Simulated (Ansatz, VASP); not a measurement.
## One calculation of Mg3CdSe2O2, two programs

```
Mg Cd Se O
1.0
     4.13790    0.00000    0.00000
     0.00000    4.13790    0.00000
     0.00000    0.00000    9.78565
Mg Cd Se O
3 1 2 2
Direct
  0.50000 0.00000 0.99450
  0.00000 0.50000 0.00550
  0.50000 0.50000 0.50000
  0.00000 0.00000 0.50000
  0.50000 0.00000 0.66738
  0.00000 0.50000 0.33262
  0.00000 0.00000 0.00000
  0.50000 0.50000 0.00000
```

Alike in both runs: functional PBE; k mesh 3 × 3 × 2; occupations gaussian, width 0.15 eV; no spin polarisation.

Ansatz relaxed the structure, and its values are those at the end. VASP's run is a single point on that final structure, the one shown.

```csv
,VASP,Ansatz
version,VASP 6.6.1,Ansatz 0.2.0
potentials or method,"VASP PAW PBE potentials, release 64 (Mg, Cd, Se, O), cutoff 520 eV","scalar-relativistic, plane waves, PAW"
valence electrons in the cell,42,94
```

```csv
,VASP,Ansatz,Ansatz less VASP
gap on the k mesh at the Fermi level (eV),0.99,0.99,-0.001
least direct gap on the mesh (eV),0.99,0.99,-0.001
pressure (GPa),0.6,0.6,+0.01
rms of the force components (eV/Å),0.007,0.009,+0.0019
```

VASP's potentials hold 42 valence electrons a cell and Ansatz's 94, so a difference there can come from the potentials and not from the codes.

The k mesh is coarse, so the values compare programs but aren't converged.
